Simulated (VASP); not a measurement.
TiH: single point with r2SCAN

Crystal: TiH.

```
Ti H
1.0
     2.87758    0.00000    0.00000
    -1.43879    2.49206    0.00000
     0.00000    0.00000    5.26329
Ti H
2 2
Direct
  0.00000 0.00000 0.00000
  0.00000 0.00000 0.50000
  0.66667 0.33333 0.75000
  0.33333 0.66667 0.25000
```

```yaml
Program: VASP 6.6.1
Task: single point
Functional: r2SCAN
Potentials_or_basis: VASP PAW PBE potentials, release 64 (Ti_sv, H)
Cutoff: 520 eV
k_mesh: 6 × 6 × 3
Occupations: methfessel-paxton, width 0.1 eV
Spin: no spin polarisation
```

```
Pressure               : -0.5 GPa
Band gap on the k mesh : zero (band 13 reaches 9.36 eV, above the bottom of band 14 at 8.25 eV)
```

Stress tensor (GPa, compression positive):
```
-0.19  0.00  0.00
 0.00 -0.19  0.00
 0.00  0.00 -1.13
```

Levels at points of the mesh, in eV from the Fermi level:
| k point | band 11 | band 12 | band 13 | band 14 | band 15 | band 16 |
| --- | --- | --- | --- | --- | --- | --- |
| (0.00, 0.00, 0.00) | -2.71 | -1.58 | 0.76 | 0.76 | 1.48 | 1.48 |
| (0.50, 0.00, 0.00) | -3.03 | -1.16 | -1.03 | 1.13 | 2.42 | 3.13 |

Wall time 91 s on 1 thread of AMD EPYC 7R13 (shared host), peak memory 0.14 GiB.

Caveat: the k points lie up to 0.42 Å⁻¹ apart; the PAW data sets were made with another functional, which shifts forces and pressure a little.
